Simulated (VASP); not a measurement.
# CoO (R3m) in VASP: a series of runs, part 2 of 2

VASP 6.6.1. The steps go on from the part before.

## (3) Single point, PBEsol, collinear spin, ferromagnetic start

This run uses another cell than the first one, of 11.64 Å³/atom, 1.020 times its volume.

INCAR reads:

```
ALGO = Normal
EDIFF = 1E-6
ENCUT = 600
GGA = PS
GGA_COMPAT = False
ISIF = 2
ISMEAR = -1
ISPIN = 2
LASPH = True
LCHARG = True
LELF = True
LMAXMIX = 4
LORBIT = 11
LREAL = False
LVHAR = True
LWAVE = False
MAGMOM = 2 0
NBANDS = 22
NELM = 200
PREC = Accurate
SIGMA = 0.05
```

KPOINTS reads:

```
k-points
0
Gamma
  10 10 10
```

POSCAR reads:

```
CoO
1.0
    1.6128308784      0.9311683418      2.5834678816
   -1.6128308784      0.9311683418      2.5834678816
    0.0000000000     -1.8623366835      2.5834678816
Co O
1 1
Direct
    0.9989783200      0.9989783200      0.9989783200
    0.7510210300      0.7510210300      0.7510210300
```

Potentials or basis: VASP PAW PBE potentials, release 64 (Co_sv, O).

On the command line:

```
> cat potpaw_PBE.64/Co_sv/POTCAR potpaw_PBE.64/O/POTCAR > POTCAR
> mpirun -np 1 vasp_std > vasp.out
```

OUTCAR:

```text
EDIFF = 1E-6
   ENCUT = 600
   GGA = PS
   ISIF = 2
   ISMEAR = -1
   ISPIN = 2
   LASPH = True
   LORBIT = 11
   LREAL = False
   NELM = 200
   PREC = Accurate

 ion  position               nearest neighbor table
   1  0.999  0.999  0.999-   2 1.92   2 1.98   2 1.98   2 1.98
   2  0.751  0.751  0.751-   1 1.92   1 1.98   1 1.98   1 1.98

  LATTYP: Found a trigonal (rhomboedric) cell.
 ALAT       =     3.1847455500
 COS(alpha) =     0.4870699110

  Lattice vectors:

 A1 = (   1.6128308784,   0.9311683418,   2.5834678816)
 A2 = (  -1.6128308784,   0.9311683418,   2.5834678816)
 A3 = (   0.0000000000,  -1.8623366835,   2.5834678816)

Analysis of symmetry for initial positions (statically):
=====================================================================
 Subroutine PRICEL returns:
 Original cell was already a primitive cell.

 Routine SETGRP: Setting up the symmetry group for a
 trigonal (rhombohedral) supercell.

 Subroutine GETGRP returns: Found  6 space group operations
 (whereof  6 operations were pure point group operations)
 out of a pool of 12 trial point group operations.

The static configuration has the point symmetry C_3v.

Analysis of symmetry for dynamics (positions and initial velocities):
=====================================================================
 Subroutine PRICEL returns:
 Original cell was already a primitive cell.

 Routine SETGRP: Setting up the symmetry group for a
 trigonal (rhombohedral) supercell.

 Subroutine GETGRP returns: Found  6 space group operations
 (whereof  6 operations were pure point group operations)
 out of a pool of 12 trial point group operations.

The dynamic configuration has the point symmetry C_3v.

Analysis of structural, dynamic, and magnetic symmetry:
=====================================================================
 Subroutine PRICEL returns:
 Original cell was already a primitive cell.

 Routine SETGRP: Setting up the symmetry group for a
 trigonal (rhombohedral) supercell.

 Subroutine GETGRP returns: Found  6 space group operations
 (whereof  6 operations were pure point group operations)
 out of a pool of 12 trial point group operations.

The overall configuration has the point symmetry C_3v.

 Subroutine INISYM returns: Found  6 space group operations
 (whereof  6 operations are pure point group operations),
 and found     1 'primitive' translations

----------------------------------------------------------------------------------------

                                     Primitive cell

  volume of cell :      23.2794

  direct lattice vectors                    reciprocal lattice vectors
     1.612830878  0.931168342  2.583467882     0.310013906  0.178986612  0.129025538
    -1.612830878  0.931168342  2.583467882    -0.310013906  0.178986612  0.129025538
     0.000000000 -1.862336683  2.583467882     0.000000000 -0.357973224  0.129025538

  length of vectors
     3.184745550  3.184745550  3.184745550     0.380515990  0.380515990  0.380515990

  position of ions in fractional coordinates (direct lattice)
     0.998978320  0.998978320  0.998978320
     0.751021030  0.751021030  0.751021030

  ion indices of the primitive-cell ions
   primitive index   ion index
                 1           1
                 2           2
[... 64 lines left out ...]
   ISTART =      0    job   : 0-new  1-cont  2-samecut
   ICHARG =      2    charge: 1-file 2-atom 10-const
   ISPIN  =      2    spin polarized calculation?
   LNONCOLLINEAR =      F non collinear calculations
   LSORBIT =      F    spin-orbit coupling
   LASPH  =      T    aspherical Exc in radial PAW
   ENCUT  =  600.0 eV  44.10 Ry    6.64 a.u.   6.36  6.36  6.36*2*pi/ulx,y,z
   NELM   =    200;   NELMIN=  2; NELMDL= -5     # of ELM steps
   EDIFF  = 0.1E-05   stopping-criterion for ELM
   LREAL  =      F    real-space projection
   EDIFFG = 0.1E-04   stopping-criterion for IOM
   NSW    =      0    number of steps for IOM
   IBRION =     -1    ionic relax: 0-MD 1-quasi-New 2-CG
   NFREE  =      0    steps in history (QN), initial steepest desc. (CG)
   ISIF   =      2    stress and relaxation
   ISYM   =      2    0-nonsym 1-usesym 2-fastsym
   POTIM  = 0.5000    time-step for ionic-motion
   TEBEG  =    0.0;   TEEND  =   0.0 temperature during run
   PSTRESS=    0.0 pullay stress
   NELECT =      23.0000    total number of electrons
   NUPDOWN=      -1.0000    fix difference up-down
   EMIN   =  10.00;   EMAX   =-10.00  energy-range for DOS
   EFERMI =   0.00;   METHOD = LEGACY
   ISMEAR =    -1;   SIGMA  =   0.05  broadening in eV -4-tet -1-fermi 0-gaus
   EFERMI_NEDOS =   21; number of points for ismear=-14 and -15
   IALGO  =     38    algorithm
   IMIX   =      4    mixing-type and parameters
     AMIX     =   0.40;   BMIX     =  1.00
     AMIX_MAG =   1.60;   BMIX_MAG =  1.00
  volume/ion in A,a.u.               =      11.64        78.55
  Fermi-wavevector in a.u.,A,eV,Ry     =   1.630523  3.081242 36.172531  2.658606
  Thomas-Fermi vector in A             =   2.722810
   LORBIT       =     11    0 simple, 1 ext, 2 COOP (PROOUT), +10 PAW based schemes
   GGA     = PS    functional components
   LHFCALC =     F    Hartree Fock is set to
   AEXX    =    0.0000 exact exchange contribution
   IVDW    =     0    specifies the selected vdW correction
   LEPSILON=     F    determine dielectric tensor
   LRPA    =     F    only Hartree local field effects (RPA)
 spin polarized calculation
  energy-cutoff  :      600.00
  volume of cell :       23.28
 maximum number of plane-waves:       793
 NGX is ok and might be reduce to    28
   NGX = 13   NGY = 13   NGZ = 13

 number of electron      23.0000013 magnetization       2.8476891

 Free energy of the ion-electron system (eV)
  ---------------------------------------------------
  ext. energy  EPLUGINS =         0.00000000
  ---------------------------------------------------
  free energy    TOTEN  =       -14.27538075 eV

  energy without entropy =      -14.25663205  energy(sigma->0) =      -14.26600640

 E-fermi :   6.4781     XC(G=0): -11.6328

 val. band max:        6.4604201072   @ k =   0.0000   0.0000   0.0000
 cond. band min:       6.4786618681   @ k =  -0.3000   0.5000   0.2000
 fundamental gap:      0.0182417609
 Fermi energy:         6.4781228840

 spin component 1

 k-point     1 :       0.0000    0.0000    0.0000
  band No.  band energies     occupation
      1     -89.8579      1.00000
      2     -53.2688      1.00000
      3     -53.2374      1.00000
      4     -53.2374      1.00000
      5     -13.4012      1.00000
      6       0.3187      1.00000
[... 589 lines left out ...]
     21      32.6261      0.00000
     22      34.5076      0.00000

 [... further k-points ...]

 spin component 2

 k-point     1 :       0.0000    0.0000    0.0000
  band No.  band energies     occupation
      1     -86.9964      1.00000
      2     -50.4738      1.00000
      3     -50.4471      1.00000
      4     -50.4471      1.00000
      5     -12.8339      1.00000
      6       1.5285      1.00000
[... 589 lines left out ...]
     21      33.0869      0.00000
     22      35.0188      0.00000

 [... further k-points ...]

------------------------ aborting loop because EDIFF is reached ----------------------------------------

  FORCE on cell =-STRESS in cart. coord.  units (eV):
  Direction    XX          YY          ZZ          XY          YZ          ZX
  --------------------------------------------------------------------------------------
  -------------------------------------------------------------------------------------
  Total       -1.9234170     -1.9234170     -1.2601442      0.0000000     -0.0000000      0.0000000
  in kB     -132.3770427   -132.3770427    -86.7280280      0.0000000     -0.0000000      0.0000000
  external PRESSURE =    -117.1607044 kB  Pullay stress =       0.0000000 kB

 VOLUME and BASIS-vectors are now :
 -----------------------------------------------------------------------------
  energy-cutoff  :      600.00
  volume of cell :       23.28
      direct lattice vectors                 reciprocal lattice vectors
     1.612830878  0.931168342  2.583467882     0.310013906  0.178986612  0.129025538
    -1.612830878  0.931168342  2.583467882    -0.310013906  0.178986612  0.129025538
     0.000000000 -1.862336683  2.583467882     0.000000000 -0.357973224  0.129025538

 POSITION                                       TOTAL-FORCE (eV/Angst)
 -----------------------------------------------------------------------------------
      0.00000      0.00000      7.74249         0.000000      0.000000      0.197902
      0.00000      0.00000      5.82072         0.000000     -0.000000     -0.197902
 -----------------------------------------------------------------------------------
    total drift:                               -0.000000     -0.000000      0.000491

  FREE ENERGIE OF THE ION-ELECTRON SYSTEM (eV)
  ---------------------------------------------------
  free  energy   TOTEN  =       -14.2753807467 eV

  energy  without entropy=      -14.2566320535  energy(sigma->0) =      -14.26600640

 total charge

# of ion       s       p       d       tot
------------------------------------------
    1        2.165   6.086   6.666  14.917
    2        1.543   3.414   0.000   4.956
--------------------------------------------------
tot          3.708   9.499   6.666  19.873

 magnetization (x)

# of ion       s       p       d       tot
------------------------------------------
    1        0.013   0.021   2.348   2.382
    2        0.021   0.296   0.000   0.317
--------------------------------------------------
tot          0.034   0.317   2.348   2.699
```

stdout:

```text
POSCAR found type information on POSCAR CoO
 POSCAR found :  2 types and       2 ions
 scaLAPACK will be used
 -----------------------------------------------------------------------------
|                                                                             |
|                                                                             |
|     You enforced a specific xc type in the INCAR file but a different       |
|     I HOPE YOU KNOW WHAT YOU ARE DOING!                                     |
|                                                                             |
 -----------------------------------------------------------------------------

 LDA part: xc-table for (Slater+PW92), standard interpolation
 POSCAR, INCAR and KPOINTS ok, starting setup
 FFT: planning ... GRIDC
 FFT: planning ... GRID_SOFT
 FFT: planning ... GRID
 WAVECAR not read
 entering main loop
```

It took 82 s on 1 thread of Intel Xeon 6975P-C (Granite Rapids), shared host; peak memory 0.24 GiB.

Results:

| Item | Value |
| --- | --- |
| Free energy | -14.2754 eV |
| Pressure | -11.7 GPa |
| Largest force | 0.198 eV/Å |
| Net moment | 2.85 μB per cell |
| Site moments | Co +2.38; O +0.32 μB |
| Valence electrons inside the program's atomic spheres | Co 14.92; O 4.96 |

Forces on the atoms (eV/Å):
```
Co   0.000  0.000  0.198
O    0.000  0.000 -0.198
```

Levels at points of the mesh, in eV from the Fermi level:
Spin up:
```
           k point  band 9  band 10  band 11  band 12  band 13  band 14  band 15  band 16  band 17  band 18
(0.00, 0.00, 0.00)   -2.33    -2.33    -0.02     0.19     0.19     0.34    13.67    13.67    14.24    19.69
(0.50, 0.00, 0.00)   -2.52    -2.26    -2.26    -0.59    -0.54     5.47     6.73    13.22    13.57    17.11
(0.50, 0.50, 0.00)   -3.18    -2.03    -1.87    -1.72    -1.64     5.01     9.63    10.79    13.79    14.10
(0.50, 0.50, 0.50)   -2.59    -2.28    -2.28    -0.71    -0.71     5.43     7.04    13.13    13.13    16.84
```
Spin down:
| k point | band 8 | band 9 | band 10 | band 11 | band 12 | band 13 |
| --- | --- | --- | --- | --- | --- | --- |
| (0.00, 0.00, 0.00) | -4.87 | -0.42 | -0.42 | 0.47 | 2.49 | 2.49 |
| (0.50, 0.00, 0.00) | -4.68 | -0.22 | -0.21 | 0.18 | 1.65 | 1.69 |
| (0.50, 0.50, 0.00) | -4.40 | -0.88 | -0.04 | 0.09 | 0.81 | 0.89 |
| (0.50, 0.50, 0.50) | -4.63 | -0.19 | -0.19 | 0.03 | 1.53 | 1.53 |

Caveat: the PAW data sets were made with another functional, which shifts forces and pressure a little; a cell with one magnetic atom can't hold antiferromagnetic order, which such compounds often take; semilocal functionals often make such compounds metallic where correlation or magnetic order opens a gap, which also shifts bond lengths. With open d or f shells a metallic result of PBEsol can be an artefact of self-interaction; +U or a hybrid may open a gap.
